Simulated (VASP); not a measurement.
Input of a VASP 6.6.1 run:

File INCAR:

```
ALGO = Normal
EDIFF = 1E-6
EDIFFG = -0.05
ENCUT = 600
GGA = PS
IBRION = 2
ISIF = 8
ISMEAR = 0
LASPH = True
LCHARG = False
LREAL = False
LWAVE = False
NELM = 100
NSW = 65
PREC = Accurate
SIGMA = 0.05
```

File KPOINTS:

```
k-points
0
Gamma
  1 1 1
```

File POSCAR:

```
La2MgTiO6
1.0
    5.2648292329      0.0000000000      0.0000000000
    0.0000000000      5.2648292329      0.0000000000
    0.0000000000      0.0000000000      5.2648292329
La Mg O Ti
2 1 6 1
Direct
    0.5313795112      0.9013694169      0.1920496720
    0.0013899554      0.3666865341      0.1878988371
    0.5125234825      0.3954584240      0.6169747093
    0.4768566116      0.2897745134      0.9866233413
    0.2313595949      0.6346299303      0.4231003321
    0.7882776906      0.6909986082      0.5724994131
    0.2668145626      0.1201233184      0.4575147429
    0.7875530810      0.1502395353      0.4608043125
    0.0787925080      0.9077259744      0.9844255248
    0.0433722864      0.9053499406      0.6347602391
```

Potentials or basis: VASP PAW PBE potentials, release 64 (La, Mg, O, Ti_sv).

Run with:

```sh
$ cat potpaw_PBE.64/La/POTCAR potpaw_PBE.64/Mg/POTCAR potpaw_PBE.64/O/POTCAR potpaw_PBE.64/Ti_sv/POTCAR > POTCAR
$ mpirun -np 1 vasp_gam > vasp.out
```

Estimate the space group after relaxing (to 0.05 Å).

Cm (No. 8).

Predict the relaxed cell.

a = 5.261 Å, b = 5.261 Å, c = 5.261 Å, α = 90.00°, β = 90.00°, γ = 90.00°.

Forces in eV/Å, atoms in the order of the input:
```
La  -0.006 -0.013  0.010
La   0.007 -0.011  0.013
Mg  -0.006  0.007 -0.024
O   -0.022  0.018  0.011
O   -0.005 -0.012  0.000
O    0.033 -0.011  0.011
O    0.013 -0.016  0.000
O   -0.003  0.001 -0.002
O    0.017  0.035  0.016
Ti  -0.028  0.003 -0.035
```

Caveat: the k points lie up to 1.19 Å⁻¹ apart in the final cell; the PAW data sets were made with another functional, which shifts forces and pressure a little; the relaxation stopped at a loose force limit of 0.05 eV/Å, so its end isn't a converged minimum.
